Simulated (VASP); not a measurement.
Runs of VASP 6.6.1 on CdS. The structure is that of space group F-43m (No. 216), or close to it. The cells are those of the table. 

```csv
level,cell,gap on the mesh (eV),pressure (GPa)
r2SCAN,"a = 4.128 Å, angles 60.0°, 2 atoms",(b),1.6
PBEsol,"a = 4.118 Å, angles 60.0°, 2 atoms",1.02,(c)
r2SCAN,"a = 4.100 Å, angles 60.0°, 2 atoms",1.63,3.1
PBE,"a = 4.115 Å, angles 60.0°, 2 atoms",1.16,3.7
revPBE+D3(BJ),"a = 4.180 Å, angles 60.0°, 2 atoms",1.20,-1.8
revPBE+D3(BJ),"a = 4.121 Å, angles 60.0°, 2 atoms",1.29,(a)
revPBE+D3(BJ),"a = 4.126 Å, angles 60.0°, 2 atoms",1.28,0.3
revPBE+D3(BJ),"a = 4.098 Å, angles 60.0°, 2 atoms",1.33,1.6
```

Alike in all rows: task single point; potentials or basis VASP PAW PBE potentials, release 64 (Cd, S); no spin polarisation; k mesh 8 × 8 × 8; cutoff (eV) 520; smearing gaussian 0.05 eV.

Q: Estimate the missing entries.

A: (a) 0.6; (b) 1.59; (c) 0.4.

Caveats: the PAW data sets were made with another functional, which shifts forces and pressure a little (some runs).

A k mesh can miss the band edges, and the runs leave out spin-orbit coupling on Cd.
